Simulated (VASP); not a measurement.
Set up this calculation in VASP 6.6.1, as the native input.

```
Task                   : single point
Functional             : PBE
Potentials or basis    : VASP PAW PBE potentials, release 64 (Nb_sv, N)
Cutoff                 : 600 eV
k mesh                 : 16 × 16 × 16
Occupations            : gaussian, width 0.1 eV
Spin                   : no spin polarisation
Dipole correction      : no
Further INCAR settings : ALGO = Normal; EDIFF = 1e-06; NBANDS = 16
```

The structure of NbN lies in POSCAR:

```
NbN
1.0
    0.0000000000      2.1950000000      2.1950000000
    2.1950000000      0.0000000000      2.1950000000
    2.1950000000      2.1950000000      0.0000000000
Nb N
1 1
Direct
    0.0000000000      0.0000000000      0.0000000000
    0.5000000000      0.5000000000      0.5000000000
```

The input as run:

INCAR

```
SYSTEM = NbN
  ALGO = Normal
  EDIFF = 1E-6
  ENCUT = 600
  GGA = PE
  GGA_COMPAT = .False.
  ISIF = 2
  ISMEAR = 0
  LASPH = .True.
  LCHARG = .False.
  LREAL = .False.
  LWAVE = .False.
  NBANDS = 16
  NELM = 120
  PREC = Accurate
  SIGMA = 0.1
```

KPOINTS

```
k-points
0
Gamma
  16 16 16
  0 0 0
```

Potentials or basis: VASP PAW PBE potentials, release 64 (Nb_sv, N).

Command:

```sh
$ cat potpaw_PBE.64/Nb_sv/POTCAR potpaw_PBE.64/N/POTCAR > POTCAR
$ mpirun -np 1 vasp_std > vasp.out
```

Results of the run:

| Quantity | Value |
| --- | --- |
| Pressure | 6.2 GPa |
| Band gap on the k mesh | zero (bands 9 and 10 overlap by 3.50 eV) |

Caveat: the cell stands under pressure.

It took 71 s on 1 thread of AMD EPYC 7R43 64-Core Processor (Zen 3), on a shared host, peak memory 0.17 GiB.
